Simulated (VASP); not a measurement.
A run of VASP 6.6.1:

File INCAR:

```
SYSTEM = Hf
PREC = Accurate
ENCUT = 520
EDIFF = 1E-7
ISMEAR = 0
SIGMA = 0.05
LREAL = .FALSE.
LASPH = .TRUE.
NELM = 150
ALGO = Normal
ISIF = 2
LWAVE = .FALSE.
LCHARG = .FALSE.
MAGMOM = 0 0 0 0 0 0
LORBIT = 11
LSORBIT = .TRUE.
GGA_COMPAT = .FALSE.
LORBMOM = .TRUE.
LMAXMIX = 4
GGA = PS
NBANDS = 32
```

KPOINTS

```
Automatic mesh
0
G
  6 6 4
  0 0 0
```

Contents of POSCAR:

```
Hf
1.0
    3.2000007099      0.0000000000      0.0000000000
   -1.6000003549      2.7712819069      0.0000000000
    0.0000000000      0.0000000000      5.0624011231
Hf
2
Direct
    0.3333333333      0.6666666667      0.7500000000
    0.6666666667      0.3333333333      0.2500000000
```

Potentials or basis: VASP PAW PBE potentials, release 64 (Hf_pv).

Command:

```console
$ cat potpaw_PBE.64/Hf_pv/POTCAR > POTCAR
$ mpirun -np 1 vasp_ncl > vasp.out
```

Hardware: 1 thread of Intel Xeon 6975P-C, on a shared host.

Question: How long does it take, and how much memory?

Answer: Wall time 72 s on 1 thread of Intel Xeon 6975P-C, with other jobs on the host, peak memory 0.27 GiB. Counts: scf iterations 16, k points 21.
